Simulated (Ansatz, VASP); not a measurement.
## Co2Sn: VASP beside Ansatz

```
Co Sn
1.0
     4.73851    0.00000    0.00000
     0.00000    4.73851    0.00000
     0.00000    0.00000    5.47270
Co Sn
4 2
Direct
  0.00000 0.50000 0.00000
  0.50000 0.00000 0.50000
  0.00000 0.00000 0.00000
  0.00000 0.00000 0.50000
  0.50000 0.50000 0.00000
  0.50000 0.50000 0.50000
```

Alike in both runs: functional PBE; k mesh 8 × 8 × 8; occupations gaussian, width 0.1 eV; collinear spin.

Ansatz relaxed the structure, and its values are those at the end. VASP's run is a single point on that final structure, the one shown.

|  | VASP | Ansatz |
| --- | --- | --- |
| version | VASP 6.6.1 | Ansatz 0.2.0 |
| potentials or method | VASP PAW PBE potentials, release 64 (Co, Sn_d), cutoff 600 eV | scalar-relativistic, plane waves, PAW |
| valence electrons in the cell | 64 | 96 |

VASP gave:

| Property | Result |
| --- | --- |
| gap on the k mesh at the Fermi level (eV) | none |
| pressure (GPa) | -0.1 |
| net moment per atom (μB) | 1.11 |

Question: What did Ansatz give for the same quantities?

Answer: gap on the k mesh at the Fermi level (eV): none; pressure (GPa): 0.0; net moment per atom (μB): 1.12.

A gap of «none» marks a metal or a gap that the smearing closes. The functional is the same, so the differences come from potentials, cutoffs and numerics. VASP's potentials hold 64 valence electrons a cell and Ansatz's 96, so a difference there can come from the potentials and not from the codes.
